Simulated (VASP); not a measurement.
Set up this calculation in VASP 6.6.1, as the native input.

* Task: relaxation of cell and atoms
* Functional: LDA
* Potentials or basis: VASP PAW LDA potentials, release 64 (B)
* Cutoff: 600 eV
* k mesh: 17 × 17 × 5
* Occupations: fermi-dirac, width 0.1 eV
* Spin: no spin polarisation
* Dipole correction: no
* Further INCAR settings: ALGO = Normal; EDIFF = 1e-06; IBRION = 2; EDIFFG = -0.01; NSW = 80; ISIF = 3

The structure of B lies in POSCAR:

```
B
1.0
    2.1005919712      0.0000000000      0.0000000000
   -1.0502959856      1.8191660100      0.0000000000
    0.0000000000      0.0000000000      6.8605333778
B
4
Direct
    0.0000000000      0.0000000000      0.0000000000
    0.0000000000      0.0000000000      0.5000000000
    0.3333333333      0.6666666667      0.2500000000
    0.6666666667      0.3333333333      0.7500000000
```

The input as run:

INCAR

```
SYSTEM = B
  ALGO = Normal
  EDIFF = 1E-6
  EDIFFG = -0.01
  ENCUT = 600
  GGA = CA
  IBRION = 2
  ISIF = 3
  ISMEAR = -1
  LASPH = .TRUE.
  LCHARG = .FALSE.
  LREAL = .FALSE.
  LWAVE = .FALSE.
  NELM = 100
  NSW = 80
  PREC = Accurate
  SIGMA = 0.1
```

KPOINTS

```
k-points
0
G
  17 17 5
  0 0 0
```

Potentials or basis: VASP PAW LDA potentials, release 64 (B).

The run is started by

```bash
$ cat potpaw_LDA.64/B/POTCAR > POTCAR
$ mpirun -np 1 vasp_std > vasp.out
```

Results of the run:

```json
{
  "Relaxed volume": "7.50 Å³/atom",
  "Relaxed cell": "a = 1.698 Å, b = 1.698 Å, c = 12.025 Å, α = 90.00°, β = 90.00°, γ = 120.00°",
  "Space group after relaxing (to 0.05 Å)": "P6_3/mmc (No. 194)",
  "Energy gained by relaxing": "725.3 meV/atom",
  "Ionic steps": "28",
  "Pressure after relaxing": "0.0 GPa",
  "Band gap on the k mesh": "zero (band 6 reaches 10.02 eV, above the bottom of band 7 at -0.49 eV)"
}
```

Run time: 3.5 min on 1 thread of AMD EPYC 9R45 96-Core Processor (Zen 5), on a shared host, peak memory 0.12 GiB.
